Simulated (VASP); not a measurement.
A run of VASP 6.6.1 is set up as follows.

The input INCAR:

```
SYSTEM = Be27H
PREC = Accurate
ENCUT = 520
EDIFF = 1E-7
ISMEAR = -1
SIGMA = 0.1
LREAL = Auto
LASPH = .True.
NELM = 60
ALGO = Normal
ISIF = 2
LWAVE = .False.
LCHARG = .True.
GGA = PE
LELF = .True.
LVHAR = .True.
NBANDS = 48
```

The input KPOINTS:

```
Automatic mesh
0
Gamma
  3 3 1
  0 0 0
```

The input POSCAR:

```
Be27H
1.0
    6.8700000000      0.0000000000      0.0000000000
    3.4350000000      5.9495950000      0.0000000000
    0.0000000000      0.0000000000     14.5884300000
Be H
27 1
Direct
    0.0000000000      0.0000000000      0.0685474722
    0.3333333333      0.0000000000      0.0685474722
    0.6666666667      0.0000000000      0.0685474722
    0.0000000280      0.3333332773      0.0685474722
    0.3333333613      0.3333332773      0.0685474722
    0.6666666947      0.3333332773      0.0685474722
   -0.0000000280      0.6666667227      0.0685474722
    0.3333333053      0.6666667227      0.0685474722
    0.6666666387      0.6666667227      0.0685474722
   -0.1092353214      0.2215984449      0.1969120735
    0.2208894286      0.2216461793      0.1969717783
    0.5555897909      0.2222405054      0.1973367936
   -0.1111654238      0.5554749525      0.1951254522
    0.2209942274      0.5573984448      0.1969492947
    0.5549318217      0.5574271862      0.1969299644
   -0.1092527845      0.8876182328      0.1969431940
    0.2222405096      0.8889015135      0.1913767965
    0.5549757719      0.8875765493      0.1969600567
   -0.0030825153      0.0014360641      0.3227460392
    0.3347989791      0.0014885047      0.3228205503
    0.6670717498     -0.0009830921      0.3247761411
   -0.0027731418      0.3389116402      0.3226188150
    0.3323712043      0.3337190178      0.3248138422
    0.6670809306      0.3338052422      0.3246900455
   -0.0028919686      0.6637976198      0.3226345124
    0.3348165487      0.6635802941      0.3227862765
    0.6722127628      0.6638562793      0.3226031862
    0.2220806195      0.8887438557      0.3789868409
```

Potentials or basis: VASP PAW PBE potentials, release 64 (Be, H).

Run with:

```console
$ cat potpaw_PBE.64/Be/POTCAR potpaw_PBE.64/H/POTCAR > POTCAR
$ mpirun -np 1 vasp_std > vasp.out
```

(1) Estimate the largest force.

Answers

(1) 0.069 eV/Å.
